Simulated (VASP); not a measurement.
**InSb3: single point with PBE**

InSb3:

```
In Sb
1.0
     4.66945    0.11240    0.11240
     0.11240    4.66945    0.11240
     0.11240    0.11240    4.66945
In Sb
1 3
Direct
  0.00000 0.00000 0.00000
  0.50000 0.00000 0.50000
  0.00000 0.50000 0.50000
  0.50000 0.50000 0.00000
```

| Property | Result |
| --- | --- |
| Program | VASP 6.6.1 |
| Task | single point |
| Functional | PBE |
| Potentials or basis | VASP PAW PBE potentials, release 64 (In_d, Sb) |
| Cutoff | 520 eV |
| k mesh | 8 × 8 × 8 |
| Occupations | gaussian, width 0.15 eV |
| Spin | no spin polarisation |
| Dipole correction | no |
| Further INCAR settings | ALGO = Normal; EDIFF = 1e-06; NBANDS = 22 |

```yaml
Pressure: 6.1 GPa
Band_gap_on_the_k_mesh: zero (bands 14 and 15 overlap by 4.55 eV)
```

Stress tensor (GPa, compression positive):
```
 6.11 -1.28 -1.28
-1.28  6.11 -1.28
-1.28 -1.28  6.11
```

Levels at points of the mesh, in eV from the Fermi level:
| k point | band 11 | band 12 | band 13 | band 14 | band 15 | band 16 | band 17 | band 18 |
| --- | --- | --- | --- | --- | --- | --- | --- | --- |
| (0.00, 0.00, 0.00) | -4.61 | -3.53 | 0.16 | 0.16 | 1.15 | 1.37 | 2.31 | 2.31 |
| (0.50, 0.00, 0.00) | -2.89 | -2.41 | -2.15 | -1.19 | -0.94 | 1.80 | 2.55 | 2.76 |
| (0.50, 0.50, 0.00) | -1.89 | -1.60 | -1.39 | -1.23 | -1.00 | -0.07 | 1.07 | 3.45 |
| (0.50, 0.50, 0.50) | -5.37 | -5.37 | -4.89 | 3.55 | 3.55 | 4.08 | 4.47 | 4.47 |

Run time: 2.2 min on 1 thread of Intel Xeon 8259CL, on a shared host, peak memory 0.29 GiB.

Caveat: the cell stands under pressure; spin-orbit coupling is left out, which moves the levels of the heavy elements.
